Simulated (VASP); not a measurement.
# P (P4/mmm) in VASP: notebook, part 2 of 2

VASP 6.6.1. The steps go on from the part before.

### 4 Single point, PBEsol+D3(BJ)

This run uses another cell than the first one, of the same volume but with other edges.

INCAR reads:

```
PREC = Accurate
ENCUT = 520
EDIFF = 1E-6
ISMEAR = 0
SIGMA = 0.15
LREAL = F
LASPH = T
NELM = 100
ALGO = Normal
ISIF = 2
LWAVE = F
LCHARG = F
GGA = PS
IVDW = 12
NBANDS = 8
```

KPOINTS reads:

```
regular mesh
0
Gamma
  12 12 12
```

POSCAR reads:

```
P
1.0
    4.3933312230      0.0000000000      0.0000000000
    0.0000000000      4.3933312230      0.0000000000
    0.0000000000      0.0000000000      4.1412772709
P
1
Direct
    0.0000000000      0.0000000000      0.0000000000
```

Potentials or basis: VASP PAW PBE potentials, release 64 (P).

The run is started by

```bash
$ cat potpaw_PBE.64/P/POTCAR > POTCAR
$ mpirun -np 1 vasp_std > vasp.out
```

OUTCAR:

```text
PREC = Accurate
   ENCUT = 520
   EDIFF = 1E-6
   ISMEAR = 0
   LREAL = F
   LASPH = T
   NELM = 100
   ISIF = 2
   GGA = PS
   IVDW = 12
 IVDW          = 12

 ion  position               nearest neighbor table
   1  0.000  0.000  0.000-

  LATTYP: Found a simple tetragonal cell.
 ALAT       =     4.3933312230
 C/A-ratio  =     0.9426280562

  Lattice vectors:

 A1 = (   4.3933312230,   0.0000000000,   0.0000000000)
 A2 = (   0.0000000000,   4.3933312230,   0.0000000000)
 A3 = (   0.0000000000,   0.0000000000,   4.1412772709)

Analysis of symmetry for initial positions (statically):
=====================================================================
 Subroutine PRICEL returns:
 Original cell was already a primitive cell.

 Routine SETGRP: Setting up the symmetry group for a
 simple tetragonal supercell.

 Subroutine GETGRP returns: Found 16 space group operations
 (whereof 16 operations were pure point group operations)
 out of a pool of 16 trial point group operations.

The static configuration has the point symmetry D_4h.

Analysis of symmetry for dynamics (positions and initial velocities):
=====================================================================
 Subroutine PRICEL returns:
 Original cell was already a primitive cell.

 Routine SETGRP: Setting up the symmetry group for a
 simple tetragonal supercell.

 Subroutine GETGRP returns: Found 16 space group operations
 (whereof 16 operations were pure point group operations)
 out of a pool of 16 trial point group operations.

The dynamic configuration has the point symmetry D_4h.

 Subroutine INISYM returns: Found 16 space group operations
 (whereof 16 operations are pure point group operations),
 and found     1 'primitive' translations

----------------------------------------------------------------------------------------

                                     Primitive cell

[... 109 lines left out ...]
  volume/ion in A,a.u.               =      79.93       539.41
  Fermi-wavevector in a.u.,A,eV,Ry     =   0.649866  1.228069  5.746099  0.422326
  Thomas-Fermi vector in A             =   1.718961
   LORBIT       =      0    0 simple, 1 ext, 2 COOP (PROOUT), +10 PAW based schemes
   GGA     = PS    functional components
   LHFCALC =     F    Hartree Fock is set to
   AEXX    =    0.0000 exact exchange contribution
   IVDW    =    12    specifies the selected vdW correction
   LEPSILON=     F    determine dielectric tensor
   LRPA    =     F    only Hartree local field effects (RPA)
 non-spin polarized calculation
 Gauss-broadening in eV      SIGMA  =   0.15
  energy-cutoff  :      520.00
  volume of cell :       79.93
 maximum number of plane-waves:      2184
 NGX is ok and might be reduce to    36

 number of electron       5.0000002 magnetization

 Free energy of the ion-electron system (eV)
  ---------------------------------------------------
  ext. energy  EPLUGINS =         0.00000000
  ---------------------------------------------------
  free energy    TOTEN  =        -1.19698565 eV

  energy without entropy =       -1.15771760  energy(sigma->0) =       -1.17735162

 E-fermi :  -3.0775     XC(G=0):  -5.0485

 val. band max:       -3.0778961286   @ k =   0.3333   0.2500   0.2500
 cond. band min:      -3.0732160157   @ k =   0.4167   0.2500   0.1667
 fundamental gap:      0.0046801129
 Fermi energy:        -3.0774881357

 k-point     1 :       0.0000    0.0000    0.0000
  band No.  band energies     occupation
      1     -11.8138      2.00000
      2      -2.6484      0.00005
      3      -2.6484      0.00005
      4      -2.3675      0.00000
      5       1.5509      0.00000
      6       4.2956      0.00000
      7       4.5194      0.00000
      8       8.7414      0.00000
[... 243 lines left out ...]
 k-point    24 :       0.4167    0.3333    0.0000
  band No.  band energies     occupation
      1     -11.5909      2.00000
      2      -3.6106      2.00000
      3      -3.3850      1.99626
      4      -2.1890      0.00000
      5       3.1424      0.00000
      6       4.6121      0.00000
      7       6.1858      0.00000
      8       6.4158      0.00000

 [... further k-points ...]

------------------------ aborting loop because EDIFF is reached ----------------------------------------

 Edisp (eV)   -0.08076

 E8    (eV) :    -0.0476

  FORCE on cell =-STRESS in cart. coord.  units (eV):
  Direction    XX          YY          ZZ          XY          YZ          ZX
  --------------------------------------------------------------------------------------
  -------------------------------------------------------------------------------------
  Total      -1.85346    -1.85346    -2.35628     0.00000     0.00000     0.00000
  in kB     -37.15111   -37.15111   -47.22963     0.00000     0.00000     0.00000
  external pressure =      -40.51 kB  Pullay stress =        0.00 kB

 VOLUME and BASIS-vectors are now :
 -----------------------------------------------------------------------------
  energy-cutoff  :      520.00
  volume of cell :       79.93
      direct lattice vectors                 reciprocal lattice vectors
     4.393331223  0.000000000  0.000000000     0.227617712  0.000000000  0.000000000
     0.000000000  4.393331223  0.000000000     0.000000000  0.227617712  0.000000000
     0.000000000  0.000000000  4.141277271     0.000000000  0.000000000  0.241471395

 POSITION                                       TOTAL-FORCE (eV/Angst)
 -----------------------------------------------------------------------------------
      0.00000      0.00000      0.00000         0.000000      0.000000      0.000000
 -----------------------------------------------------------------------------------
    total drift:                                0.000000      0.000000      0.000000

  FREE ENERGIE OF THE ION-ELECTRON SYSTEM (eV)
  ---------------------------------------------------
  free  energy   TOTEN  =        -1.2777444099 eV

  energy  without entropy=       -1.2384763609  energy(sigma->0) =       -1.25811039
```

stdout:

```text
POSCAR found type information on POSCAR P
 POSCAR found :  1 types and       1 ions
 scaLAPACK will be used
 -----------------------------------------------------------------------------
|                                                                             |
|                                                                             |
|     You enforced a specific xc type in the INCAR file but a different       |
|     I HOPE YOU KNOW WHAT YOU ARE DOING!                                     |
|                                                                             |
 -----------------------------------------------------------------------------

 LDA part: xc-table for (Slater+PW92), standard interpolation
 POSCAR, INCAR and KPOINTS ok, starting setup
 FFT: planning ... GRIDC
 FFT: planning ... GRID_SOFT
 FFT: planning ... GRID
 WAVECAR not read
 entering main loop
```

It took 2.2 min on 1 thread of Intel Xeon 8259CL, shared host; peak memory 0.26 GiB.

Results:

| Quantity | Value |
| --- | --- |
| Free energy | -1.2777 eV |
| Pressure | -4.1 GPa |
| Band gap on the k mesh | zero (an odd number of electrons rules out a gap without spin polarisation) |
| Dispersion energy per atom | -0.081 eV |

Caveat: the cell stands under tension; the atoms stand far beyond bonding distance, and open shells without spin polarisation read as a metal; the PAW data sets were made with another functional, which shifts forces and pressure a little.

### 5 Overview

| cell | gap on the mesh (eV) | pressure (GPa) |
| --- | --- | --- |
| a = 4.511, b = 4.511, c = 3.928 Å, 1 atom | none | -4.1 |
| a = 4.021, b = 4.021, c = 4.944 Å, 1 atom | none | -4.2 |
| a = 4.393, b = 4.393, c = 4.141 Å, 1 atom | none | -4.1 |

Alike in all rows: task single point; level PBEsol+D3(BJ); potentials or basis VASP PAW PBE potentials, release 64 (P); no spin polarisation; k mesh 12 × 12 × 12; cutoff (eV) 520; smearing gaussian 0.15 eV.

Caveats: the cell stands under tension; the atoms stand far beyond bonding distance, and open shells without spin polarisation read as a metal; the PAW data sets were made with another functional, which shifts forces and pressure a little.

Total energies depend on the potentials used, so only differences within one code and one set of settings carry meaning.
